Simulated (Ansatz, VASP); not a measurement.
**Two plane-wave programs on FeNi3**

Contents of INCAR:

```
PREC = Accurate
ENCUT = 520
EDIFF = 1E-6
ISMEAR = -1
SIGMA = 0.05
LREAL = F
LASPH = T
NELM = 150
ALGO = Fast
ISIF = 2
LWAVE = F
LCHARG = F
ISPIN = 2
MAGMOM = 1 1 1 3
LORBIT = 11
LMAXMIX = 4
GGA = PS
NBANDS = 31
```

The input KPOINTS:

```
Automatic mesh
0
Gamma
  8 8 8
```

POSCAR

```
FeNi3
1.0
    3.5450000000      0.0000000000      0.0000000000
    0.0000000000      3.5450000000      0.0000000000
    0.0000000000      0.0000000000      3.5450000000
Ni Fe
3 1
Direct
    0.5000000000      0.5000000000      0.0000000000
    0.5000000000      0.0000000000      0.5000000000
    0.0000000000      0.5000000000      0.5000000000
    0.0000000000      0.0000000000      0.0000000000
```

File input.yaml:

```yaml
crystal:
  lattice:
    - [3.545, 0.0, 0.0]
    - [0.0, 3.545, 0.0]
    - [0.0, 0.0, 3.545]
  atoms:
    - { symbol: Ni, position: [0.5, 0.5, 0.0], spin: 1.0 }
    - { symbol: Ni, position: [0.5, 0.0, 0.5], spin: 1.0 }
    - { symbol: Ni, position: [0.0, 0.5, 0.5], spin: 1.0 }
    - { symbol: Fe, position: [0.0, 0.0, 0.0], spin: 3.0 }
hamiltonian:
  xc: pbesol
  pseudopotentials: { kind: paw }
magnetization:
  spin_polarized: true
kpoints:
  mp_grid: { grid: [8, 8, 8] }
scf:
  occupations: { method: fermi_dirac, width: 0.05 }
output:
  forces: true
  stress: true
  eigenvalues: true
```

Alike in both runs: task single point; functional PBEsol; k mesh 8 × 8 × 8; occupations fermi-dirac, width 0.05 eV; collinear spin.

```csv
,VASP,Ansatz
version,VASP 6.6.1,Ansatz 0.2.0
potentials or method,"VASP PAW PBE potentials, release 64 (Ni, Fe)",Ansatz PAW
plane-wave cutoff (eV),520,420
valence electrons in the cell,38,70
```

```csv
,VASP,Ansatz,Ansatz less VASP
gap on the k mesh at the Fermi level (eV),none,none,-
pressure (GPa),-9.4,-9.4,+0.01
net moment per atom (μB),1.20,1.22,+0.017
size of the moment on the site where the two differ most (μB),0.64,0.70,+0.060
```

VASP's potentials were made for PBE, not for PBEsol. Site moments also hang on the region over which each program counts them. A gap of «none» marks a metal or a gap that the smearing closes. With one functional, cell and mesh, what is left measures potentials, basis and numerics. VASP's potentials hold 38 valence electrons a cell and Ansatz's 70, so a difference there can come from the potentials and not from the codes.
